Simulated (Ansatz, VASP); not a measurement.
**One calculation of Ag, two programs**

Contents of POSCAR:

```
Ag
1.0
   -1.6103805100      1.6535326600      1.6181576800
    1.6593070500     -1.6605473000      1.6740988600
    1.6393304800      1.6894972700     -1.6251723200
Ag
1
Direct
    0.0000000000      0.0000000000      0.0000000000
```

Contents of INCAR.step1:

```
PREC = Accurate ; ENCUT = 520
ISMEAR = -1 ; SIGMA = 0.05
LREAL = F ; LASPH = T
NELM = 100 ; NBANDS = 12
GGA = PE ; ALGO = Normal
EDIFF = 1E-4 ; LWAVE = T
LCHARG = F
```

File INCAR.step2:

```
PREC = Accurate ; ENCUT = 520
EDIFF = 1E-7 ; ISMEAR = -1
SIGMA = 0.05 ; LREAL = F
LASPH = T ; NELM = 100
ALGO = Normal ; ISIF = 2
LWAVE = F ; LCHARG = T
METAGGA = R2SCAN ; LMIXTAU = T
LELF = T ; LVHAR = T
NBANDS = 12 ; ISTART = 1
```

The input KPOINTS:

```
regular mesh
0
Gamma
  11 11 11
```

The input input.yaml:

```yaml
crystal:
  lattice:
    - [-1.61038051, 1.65353266, 1.61815768]
    - [1.65930705, -1.6605473, 1.67409886]
    - [1.63933048, 1.68949727, -1.62517232]
  atoms:
    - { symbol: Ag, position: [0.0, 0.0, 0.0] }
hamiltonian:
  xc: r2scan
  pseudopotentials: { kind: paw }
kpoints:
  mp_grid: { grid: [11, 11, 11] }
  band_path:
    path:
      - [[-0.5, 0.0, 0.0], [0.0, 0.0, 0.0], [0.0, 0.0, 0.5]]
      - [[-0.5, 0.0, 0.5], [0.0, 0.0, 0.0], [0.0, 0.5, -0.5]]
      - [[-0.5, 0.5, -0.5], [0.0, 0.0, 0.0], [0.0, 0.5, 0.0]]
      - [[-0.5, 0.5, 0.0], [0.0, 0.0, 0.0]]
    npoints: 14
scf:
  occupations: { method: fermi_dirac, width: 0.05 }
  n_extra_bands: 6
output:
  forces: true
  stress: true
  eigenvalues: true
  fatbands: true
```

Alike in both runs: functional r2SCAN; k mesh 11 × 11 × 11; occupations fermi-dirac, width 0.05 eV; no spin polarisation.

|  | VASP | Ansatz |
| --- | --- | --- |
| version | VASP 6.6.1 | Ansatz 0.2.0 |
| potentials or method | VASP PAW PBE potentials, release 64 (Ag) | Ansatz PAW |
| plane-wave cutoff (eV) | 520 | 500 |
| valence electrons in the cell | 11 | 19 |
| task | single point | band structure |

```tsv
	VASP	Ansatz	Ansatz less VASP
gap on the k mesh at the Fermi level (eV)	none	none	-
pressure (GPa)	-3.5	-3.6	-0.09
traceless stress, the component that is largest in VASP (GPa)	-1.41	-1.38	+0.026
```

VASP's potentials were made for PBE, not for r2SCAN. A gap of «none» marks a metal or a gap that the smearing closes. With one functional, cell and mesh, what is left measures potentials, basis and numerics. VASP's potentials hold 11 valence electrons a cell and Ansatz's 19, so a difference there can come from the potentials and not from the codes.
